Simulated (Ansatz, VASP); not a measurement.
**One calculation of B2As, two programs**

File INCAR:

```
  PREC = Accurate
  ENCUT = 520
  EDIFF = 1E-6
  ISMEAR = 0
  SIGMA = 0.1
  LREAL = False
  LASPH = True
  NELM = 60
  ALGO = Normal
  ISIF = 2
  LWAVE = False
  LCHARG = False
  GGA = PE
  NBANDS = 12
```

Contents of KPOINTS:

```
Automatic mesh
0
Gamma
  6 6 6
```

Contents of POSCAR:

```
B2As
1.0
    2.6159744300     -1.4740219300      0.0000000000
    2.6159744300      1.4740219300      0.0000000000
   -0.1084369300      0.0000000000      3.6473196700
B As
2 1
Direct
    0.3176870000      0.3176870000      0.6840320200
    0.6823130000      0.6823130000      0.3159679800
    0.0000000000      0.0000000000      0.0000000000
```

Input for Ansatz:

```yaml
crystal:
  lattice:
    - [2.61597443, -1.47402193, 0.0]
    - [2.61597443, 1.47402193, 0.0]
    - [-0.10843693, 0.0, 3.64731967]
  atoms:
    - { symbol: B, position: [0.317687, 0.317687, 0.68403202] }
    - { symbol: B, position: [0.682313, 0.682313, 0.31596798] }
    - { symbol: As, position: [0.0, 0.0, 0.0] }
basis:
  ecutwfc: 420
kpoints:
  mp_grid: { grid: [6, 6, 6] }
hamiltonian:
  xc: pbe
scf:
  occupations: { method: gaussian, width: 0.1 }
  lower_state_search: "off"
output:
  forces: true
  stress: true
  eigenvalues: true
```

Alike in both runs: task single point; functional PBE; k mesh 6 × 6 × 6; occupations gaussian, width 0.1 eV; no spin polarisation.

```csv
,VASP,Ansatz
version,VASP 6.6.1,Ansatz 0.2.0
potentials or method,"VASP PAW PBE potentials, release 64 (B, As), cutoff 520 eV","scalar-relativistic, plane waves, PAW"
valence electrons in the cell,11,21
```

VASP gave:

* gap on the k mesh at the Fermi level (eV): none
* pressure (GPa): 27.5
* traceless stress, the component that is largest in VASP (GPa): 8.48
* rms of the force components (eV/Å): 1.651

Question: Which values does Ansatz return?

Answer: gap on the k mesh at the Fermi level (eV): none; pressure (GPa): 26.4; traceless stress, the component that is largest in VASP (GPa): 8.32; rms of the force components (eV/Å): 1.610.

Atom by atom the forces differ by 0.042 eV/Å (rms over components). A gap of «none» marks a metal or a gap that the smearing closes. VASP's potentials hold 11 valence electrons a cell and Ansatz's 21, so a difference there can come from the potentials and not from the codes.

The k mesh is coarse, so the values compare programs but aren't converged.
